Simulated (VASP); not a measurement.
Crystal: MnSb.

```
Mn Sb
1.0
     0.00000    2.97015    2.97015
     2.97015    0.00000    2.97015
     2.97015    2.97015    0.00000
Mn Sb
1 1
Direct
  0.00000 0.00000 0.00000
  0.50000 0.50000 0.50000
```

This cell differs from its parent crystal: volume scaled by 1.2.

Base run:

```yaml
Program: VASP 6.6.1
Functional: PBE
Potentials_or_basis: VASP PAW PBE potentials, release 64 (Mn_pv, Sb)
Cutoff: 520 eV
k_mesh: 12 × 12 × 12
Occupations: fermi-dirac, width 0.08 eV
Spin: collinear spin, ferromagnetic start
Starting_moments: "[4.0, 0.0] μB"
```

Its results: band gap on the k mesh zero (filled and empty bands overlap); pressure -7.9 GPa.

Task: The run is repeated on the same cell with these changes: spin from collinear spin, ferromagnetic start to no spin polarisation; further incar settings from ALGO = Normal; EDIFF = 1e-06; NBANDS = 20 to ALGO = Normal; EDIFF = 1e-06; NBANDS = 16. What comes out?

Result: Band gap on the k mesh zero (filled and empty bands overlap); pressure -17.3 GPa.

Caveats: spin-orbit coupling is left out, which moves the levels of the heavy elements; a cell with one magnetic atom can't hold antiferromagnetic order, which such compounds often take (some runs).
